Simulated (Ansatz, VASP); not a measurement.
**One calculation of SnH5, two programs**

```
Sn H
1.0
     0.00000    2.74050    2.74050
     2.74050    0.00000    2.74050
     2.74050    2.74050    0.00000
Sn H
1 5
Direct
  0.75000 0.75000 0.75000
  0.34500 0.96500 0.34500
  0.34500 0.34500 0.34500
  0.96500 0.34500 0.34500
  0.34500 0.34500 0.96500
  0.00000 0.00000 0.00000
```

Alike in both runs: functional PBE; k mesh 12 × 12 × 12; occupations gaussian, width 0.1 eV; no spin polarisation.

Ansatz relaxed the structure, and its values are those at the end. VASP's run is a single point on that final structure, the one shown.

```csv
,VASP,Ansatz
version,VASP 6.6.1,Ansatz 0.2.0
potentials or method,"VASP PAW PBE potentials, release 64 (Sn_d, H), cutoff 520 eV","scalar-relativistic, plane waves, PAW"
valence electrons in the cell,19,19
```

```csv
,VASP,Ansatz,Ansatz less VASP
gap on the k mesh at the Fermi level (eV),none,none,-
pressure (GPa),-0.2,0.0,+0.19
```

A gap of «none» marks a metal or a gap that the smearing closes. With one functional, cell and mesh, what is left measures potentials, basis and numerics.
